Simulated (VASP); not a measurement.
# CdTe (F-43m) in VASP: further runs

The runs below take CdTe through single point, with PBEsol.

Everything below comes from runs of VASP 6.6.1. Logs are shortened: lines on timing, memory, paths and dates and some standing lists are left out, and cuts for length are marked.

### 1 The cell of the first run

It takes space group F-43m (No. 216, cubic). The conventional cell has a = 6.410 Å, b = 6.410 Å, c = 6.410 Å, α = 90.00°, β = 90.00°, γ = 90.00°. Within 3.7 Å of Te (site symmetry -43m) lie 4 Cd at 2.78 Å. Cd (site symmetry -43m) has 4 Te at 2.78 Å within 3.7 Å.

### 2 Single point, PBEsol

Input file INCAR:

```
SYSTEM = CdTe
ALGO = Normal
EDIFF = 1E-7
ENCUT = 520
GGA = PS
ISIF = 2
ISMEAR = -1
LASPH = .TRUE.
LCHARG = .TRUE.
LELF = .TRUE.
LREAL = .FALSE.
LVHAR = .TRUE.
LWAVE = .FALSE.
NBANDS = 16
NELM = 80
PREC = Accurate
SIGMA = 0.05
```

Input file KPOINTS:

```
k-points
0
G
  7 7 7
  0 0 0
```

Input file POSCAR:

```
CdTe
1.0
    0.0000000000      3.2050000000      3.2050000000
    3.2050000000      0.0000000000      3.2050000000
    3.2050000000      3.2050000000      0.0000000000
Te Cd
1 1
Direct
    0.7500000000      0.7500000000      0.7500000000
    0.0000000000      0.0000000000      0.0000000000
```

Potentials or basis: VASP PAW PBE potentials, release 64 (Te, Cd).

Started as:

```bash
$ cat potpaw_PBE.64/Te/POTCAR potpaw_PBE.64/Cd/POTCAR > POTCAR
$ mpirun -np 1 vasp_std > vasp.out
```

OUTCAR:

```text
SYSTEM = CdTe
   EDIFF = 1E-7
   ENCUT = 520
   GGA = PS
   ISIF = 2
   ISMEAR = -1
   LASPH = .TRUE.
   LREAL = .FALSE.
   NELM = 80
   PREC = Accurate

 ion  position               nearest neighbor table
   1  0.750  0.750  0.750-   2 2.78   2 2.78   2 2.78   2 2.78
   2  0.000  0.000  0.000-   1 2.78   1 2.78   1 2.78   1 2.78

  LATTYP: Found a face centered cubic cell.
 ALAT       =     6.4100000000

  Lattice vectors:

 A1 = (   0.0000000000,   3.2050000000,   3.2050000000)
 A2 = (   3.2050000000,   0.0000000000,   3.2050000000)
 A3 = (   3.2050000000,   3.2050000000,   0.0000000000)

Analysis of symmetry for initial positions (statically):
=====================================================================
 Subroutine PRICEL returns:
 Original cell was already a primitive cell.

 Routine SETGRP: Setting up the symmetry group for a
 face centered cubic supercell.

 Subroutine GETGRP returns: Found 24 space group operations
 (whereof 24 operations were pure point group operations)
 out of a pool of 48 trial point group operations.

The static configuration has the point symmetry T_d .

Analysis of symmetry for dynamics (positions and initial velocities):
=====================================================================
 Subroutine PRICEL returns:
 Original cell was already a primitive cell.

 Routine SETGRP: Setting up the symmetry group for a
 face centered cubic supercell.

 Subroutine GETGRP returns: Found 24 space group operations
 (whereof 24 operations were pure point group operations)
 out of a pool of 48 trial point group operations.

The dynamic configuration has the point symmetry T_d .

 Subroutine INISYM returns: Found 24 space group operations
 (whereof 24 operations are pure point group operations),
 and found     1 'primitive' translations

----------------------------------------------------------------------------------------

                                     Primitive cell

  volume of cell :      65.8437

  direct lattice vectors                    reciprocal lattice vectors
     0.000000000  3.205000000  3.205000000    -0.156006240  0.156006240  0.156006240
     3.205000000  0.000000000  3.205000000     0.156006240 -0.156006240  0.156006240
     3.205000000  3.205000000  0.000000000     0.156006240  0.156006240 -0.156006240

  length of vectors
     4.532554467  4.532554467  4.532554467     0.270210734  0.270210734  0.270210734

  position of ions in fractional coordinates (direct lattice)
     0.750000000  0.750000000  0.750000000
     0.000000000  0.000000000  0.000000000
[... 72 lines left out ...]
   EDIFF  = 0.1E-06   stopping-criterion for ELM
   LREAL  =      F    real-space projection
   EDIFFG = 0.1E-05   stopping-criterion for IOM
   NSW    =      0    number of steps for IOM
   IBRION =     -1    ionic relax: 0-MD 1-quasi-New 2-CG
   NFREE  =      0    steps in history (QN), initial steepest desc. (CG)
   ISIF   =      2    stress and relaxation
   ISYM   =      2    0-nonsym 1-usesym 2-fastsym
   POTIM  = 0.5000    time-step for ionic-motion
   TEBEG  =    0.0;   TEEND  =   0.0 temperature during run
   PSTRESS=    0.0 pullay stress
   NELECT =      18.0000    total number of electrons
   NUPDOWN=      -1.0000    fix difference up-down
   EMIN   =  10.00;   EMAX   =-10.00  energy-range for DOS
   EFERMI =   0.00;   METHOD = LEGACY
   ISMEAR =    -1;   SIGMA  =   0.05  broadening in eV -4-tet -1-fermi 0-gaus
   EFERMI_NEDOS =   21; number of points for ismear=-14 and -15
   IALGO  =     38    algorithm
   IMIX   =      4    mixing-type and parameters
     AMIX     =   0.40;   BMIX     =  1.00
     AMIX_MAG =   1.60;   BMIX_MAG =  1.00
  volume/ion in A,a.u.               =      32.92       222.17
  Fermi-wavevector in a.u.,A,eV,Ry     =   1.062497  2.007828 15.359610  1.128899
  Thomas-Fermi vector in A             =   2.197950
   LORBIT       =      0    0 simple, 1 ext, 2 COOP (PROOUT), +10 PAW based schemes
   GGA     = PS    functional components
   LHFCALC =     F    Hartree Fock is set to
   AEXX    =    0.0000 exact exchange contribution
   IVDW    =     0    specifies the selected vdW correction
   LEPSILON=     F    determine dielectric tensor
   LRPA    =     F    only Hartree local field effects (RPA)
 non-spin polarized calculation
  energy-cutoff  :      520.00
  volume of cell :       65.84
 maximum number of plane-waves:      1807
 NGX is ok and might be reduce to    36
   NGX = 17   NGY = 17   NGZ = 17

 number of electron      17.9999995 magnetization

 Free energy of the ion-electron system (eV)
  ---------------------------------------------------
  ext. energy  EPLUGINS =         0.00000000
  ---------------------------------------------------
  free energy    TOTEN  =        -5.47269028 eV

  energy without entropy =       -5.47268553  energy(sigma->0) =       -5.47268791

 E-fermi :   2.9301     XC(G=0):  -8.9284

 val. band max:        2.5192439763   @ k =   0.0000   0.0000   0.0000
 cond. band min:       3.2795678873   @ k =   0.0000   0.0000   0.0000
 fundamental gap:      0.7603239110
 Fermi energy:         2.9301072624

 k-point     1 :       0.0000    0.0000    0.0000
  band No.  band energies     occupation
      1      -8.8893      2.00000
      2      -5.8603      2.00000
      3      -5.8603      2.00000
      4      -5.8603      2.00000
      5      -5.5698      2.00000
      6      -5.5698      2.00000
[... 357 lines left out ...]
      3      -5.7170      2.00000
      4      -5.6060      2.00000
      5      -5.5670      2.00000
      6      -4.9794      2.00000
[... 8 lines left out ...]
     15      12.7070      0.00000
     16      14.6045      0.00000

------------------------ aborting loop because EDIFF is reached ----------------------------------------

  FORCE on cell =-STRESS in cart. coord.  units (eV):
  Direction    XX          YY          ZZ          XY          YZ          ZX
  --------------------------------------------------------------------------------------
  -------------------------------------------------------------------------------------
  Total        0.7629053      0.7629053      0.7629053     -0.0000000      0.0000000      0.0000000
  in kB       18.5638107     18.5638107     18.5638107     -0.0000000      0.0000000      0.0000000
  external PRESSURE =      18.5638107 kB  Pullay stress =       0.0000000 kB

 VOLUME and BASIS-vectors are now :
 -----------------------------------------------------------------------------
  energy-cutoff  :      520.00
  volume of cell :       65.84
      direct lattice vectors                 reciprocal lattice vectors
     0.000000000  3.205000000  3.205000000    -0.156006240  0.156006240  0.156006240
     3.205000000  0.000000000  3.205000000     0.156006240 -0.156006240  0.156006240
     3.205000000  3.205000000  0.000000000     0.156006240  0.156006240 -0.156006240

 POSITION                                       TOTAL-FORCE (eV/Angst)
 -----------------------------------------------------------------------------------
      4.80750      4.80750      4.80750        -0.000000     -0.000000     -0.000000
      0.00000      0.00000      0.00000         0.000000      0.000000      0.000000
 -----------------------------------------------------------------------------------
    total drift:                                0.000000      0.000000      0.000000

  FREE ENERGIE OF THE ION-ELECTRON SYSTEM (eV)
  ---------------------------------------------------
  free  energy   TOTEN  =        -5.4726902805 eV

  energy  without entropy=       -5.4726855300  energy(sigma->0) =       -5.47268791
```

stdout:

```text
POSCAR found type information on POSCAR TeCd
 POSCAR found :  2 types and       2 ions
 scaLAPACK will be used
 -----------------------------------------------------------------------------
|                                                                             |
|                                                                             |
|     You enforced a specific xc type in the INCAR file but a different       |
|     I HOPE YOU KNOW WHAT YOU ARE DOING!                                     |
|                                                                             |
 -----------------------------------------------------------------------------

 LDA part: xc-table for (Slater+PW92), standard interpolation
 POSCAR, INCAR and KPOINTS ok, starting setup
 FFT: planning ... GRIDC
 FFT: planning ... GRID_SOFT
 FFT: planning ... GRID
 WAVECAR not read
 entering main loop
```

Wall time 11 s (1 thread of Intel Xeon 6975P-C (Granite Rapids), shared host); peak memory 0.21 GiB.

Results:

```yaml
Free_energy: -5.4727 eV
Pressure: 1.9 GPa
Band_gap_on_the_k_mesh: 0.76 eV, direct
```

Levels at points of the mesh, in eV from the valence-band top:
```
           k point  band 5  band 6  band 7  band 8  band 9  band 10  band 11  band 12  band 13  band 14
(0.00, 0.00, 0.00)   -8.09   -8.09    0.00    0.00    0.00     0.76     4.52     4.52     4.52     7.34
```

Caveat: the PAW data sets were made with another functional, which shifts forces and pressure a little; spin-orbit coupling is left out, which moves the levels of the heavy elements.

### 3 Single point, PBEsol (volume scaled by 1.02)

Input file INCAR:

```
SYSTEM = CdTe
PREC = Accurate
ENCUT = 520
EDIFF = 1E-6
ISMEAR = -1
SIGMA = 0.05
LREAL = .False.
LASPH = .True.
NELM = 100
ALGO = Normal
ISIF = 2
LWAVE = .False.
LCHARG = .False.
GGA = PS
NBANDS = 16
```

Input file KPOINTS:

```
Automatic mesh
0
Gamma
  7 7 7
  0 0 0
```

Input file POSCAR:

```
CdTe
1.0
    0.0000000000      3.2262257841      3.2262257841
    3.2262257841      0.0000000000      3.2262257841
    3.2262257841      3.2262257841      0.0000000000
Te Cd
1 1
Direct
    0.7500000000      0.7500000000      0.7500000000
    0.0000000000      0.0000000000      0.0000000000
```

Potentials or basis: VASP PAW PBE potentials, release 64 (Te, Cd).

Started as:

```bash
$ cat potpaw_PBE.64/Te/POTCAR potpaw_PBE.64/Cd/POTCAR > POTCAR
$ mpirun -np 1 vasp_std > vasp.out
```

OUTCAR:

```text
SYSTEM = CdTe
   PREC = Accurate
   ENCUT = 520
   EDIFF = 1E-6
   ISMEAR = -1
   LREAL = .False.
   LASPH = .True.
   NELM = 100
   ISIF = 2
   GGA = PS

 ion  position               nearest neighbor table
   1  0.750  0.750  0.750-   2 2.79   2 2.79   2 2.79   2 2.79
   2  0.000  0.000  0.000-   1 2.79   1 2.79   1 2.79   1 2.79

  LATTYP: Found a face centered cubic cell.
 ALAT       =     6.4524515682

  Lattice vectors:

 A1 = (   0.0000000000,   3.2262257841,   3.2262257841)
 A2 = (   3.2262257841,   0.0000000000,   3.2262257841)
 A3 = (   3.2262257841,   3.2262257841,   0.0000000000)

Analysis of symmetry for initial positions (statically):
=====================================================================
 Subroutine PRICEL returns:
 Original cell was already a primitive cell.

 Routine SETGRP: Setting up the symmetry group for a
 face centered cubic supercell.

 Subroutine GETGRP returns: Found 24 space group operations
 (whereof 24 operations were pure point group operations)
[... 155 lines left out ...]
  free energy    TOTEN  =        -5.48402210 eV

  energy without entropy =       -5.48401398  energy(sigma->0) =       -5.48401804

 E-fermi :   2.7152     XC(G=0):  -8.8399

 val. band max:        2.3333757084   @ k =   0.0000   0.0000   0.0000
 cond. band min:       3.0344944969   @ k =   0.0000   0.0000   0.0000
 fundamental gap:      0.7011187885
 Fermi energy:         2.7151821096

 k-point     1 :       0.0000    0.0000    0.0000
  band No.  band energies     occupation
      1      -8.9561      2.00000
      2      -5.9707      2.00000
      3      -5.9707      2.00000
      4      -5.9707      2.00000
      5      -5.6957      2.00000
      6      -5.6957      2.00000
[... 357 lines left out ...]
      3      -5.8351      2.00000
      4      -5.7296      2.00000
      5      -5.6926      2.00000
      6      -5.1341      2.00000
[... 8 lines left out ...]
     15      12.4664      0.00000
     16      14.3131      0.00000

------------------------ aborting loop because EDIFF is reached ----------------------------------------

  FORCE on cell =-STRESS in cart. coord.  units (eV):
  Direction    XX          YY          ZZ          XY          YZ          ZX
  --------------------------------------------------------------------------------------
  -------------------------------------------------------------------------------------
  Total        0.3827322      0.3827322      0.3827322     -0.0000000      0.0000000      0.0000000
  in kB        9.1304323      9.1304323      9.1304323     -0.0000000      0.0000000      0.0000000
  external PRESSURE =       9.1304323 kB  Pullay stress =       0.0000000 kB

 VOLUME and BASIS-vectors are now :
 -----------------------------------------------------------------------------
  energy-cutoff  :      520.00
  volume of cell :       67.16
      direct lattice vectors                 reciprocal lattice vectors
     0.000000000  3.226225784  3.226225784    -0.154979854  0.154979854  0.154979854
     3.226225784  0.000000000  3.226225784     0.154979854 -0.154979854  0.154979854
     3.226225784  3.226225784  0.000000000     0.154979854  0.154979854 -0.154979854

 POSITION                                       TOTAL-FORCE (eV/Angst)
 -----------------------------------------------------------------------------------
      4.83934      4.83934      4.83934         0.000000      0.000000      0.000000
      0.00000      0.00000      0.00000        -0.000000     -0.000000     -0.000000
 -----------------------------------------------------------------------------------
    total drift:                                0.000000      0.000000      0.000000

  FREE ENERGIE OF THE ION-ELECTRON SYSTEM (eV)
  ---------------------------------------------------
  free  energy   TOTEN  =        -5.4840220997 eV

  energy  without entropy=       -5.4840139788  energy(sigma->0) =       -5.48401804
```

OSZICAR:

```text
N       E                     dE             d eps       ncg     rms          rms(c)
DAV:   1     0.101531272759E+03    0.10153E+03   -0.82232E+03   648   0.973E+02
DAV:   2    -0.206044856759E+01   -0.10359E+03   -0.98779E+02   760   0.237E+02
DAV:   3    -0.570633083403E+01   -0.36459E+01   -0.36397E+01   776   0.466E+01
DAV:   4    -0.573957360993E+01   -0.33243E-01   -0.33242E-01   960   0.390E+00
DAV:   5    -0.573965446346E+01   -0.80854E-04   -0.80853E-04   816   0.176E-01    0.561E+00
DAV:   6    -0.550294928982E+01    0.23671E+00   -0.43425E-01   768   0.841E+00    0.465E+00
DAV:   7    -0.548490419926E+01    0.18045E-01   -0.10170E-01   768   0.212E+00    0.186E+00
DAV:   8    -0.548399801910E+01    0.90618E-03   -0.10142E-02   720   0.115E+00    0.491E-01
DAV:   9    -0.548397371423E+01    0.24305E-04   -0.73864E-04   800   0.296E-01    0.117E-01
DAV:  10    -0.548400142934E+01   -0.27715E-04   -0.10356E-04   768   0.940E-02    0.551E-02
DAV:  11    -0.548402420742E+01   -0.22778E-04   -0.46415E-05   760   0.413E-02    0.387E-02
DAV:  12    -0.548402225079E+01    0.19566E-05   -0.38831E-06   744   0.139E-02    0.200E-02
DAV:  13    -0.548402209973E+01    0.15106E-06   -0.47860E-07   560   0.348E-03
   1 F= -.54840221E+01 E0= -.54840180E+01  d E =-.812093E-05
```

stdout:

```text
POSCAR found type information on POSCAR TeCd
 POSCAR found :  2 types and       2 ions
 scaLAPACK will be used
 -----------------------------------------------------------------------------
|                                                                             |
|                                                                             |
|     You enforced a specific xc type in the INCAR file but a different       |
|     I HOPE YOU KNOW WHAT YOU ARE DOING!                                     |
|                                                                             |
 -----------------------------------------------------------------------------

 LDA part: xc-table for (Slater+PW92), standard interpolation
 POSCAR, INCAR and KPOINTS ok, starting setup
 FFT: planning ... GRIDC
 FFT: planning ... GRID_SOFT
 FFT: planning ... GRID
 WAVECAR not read
 entering main loop
```

Run time: 12 s. Hardware: 1 thread of Intel Xeon 6975P-C (Granite Rapids), shared host; peak memory 0.21 GiB.

Results:

| Property | Result |
| --- | --- |
| Free energy | -5.4840 eV |
| Pressure | 0.9 GPa |
| Band gap on the k mesh | 0.70 eV, direct |

Levels at points of the mesh, in eV from the valence-band top:
```csv
k point,band 7,band 8,band 9,band 10,band 11,band 12
"(0.00, 0.00, 0.00)",0.00,0.00,0.00,0.70,4.54,4.54
```

Caveat: the PAW data sets were made with another functional, which shifts forces and pressure a little; spin-orbit coupling is left out, which moves the levels of the heavy elements.
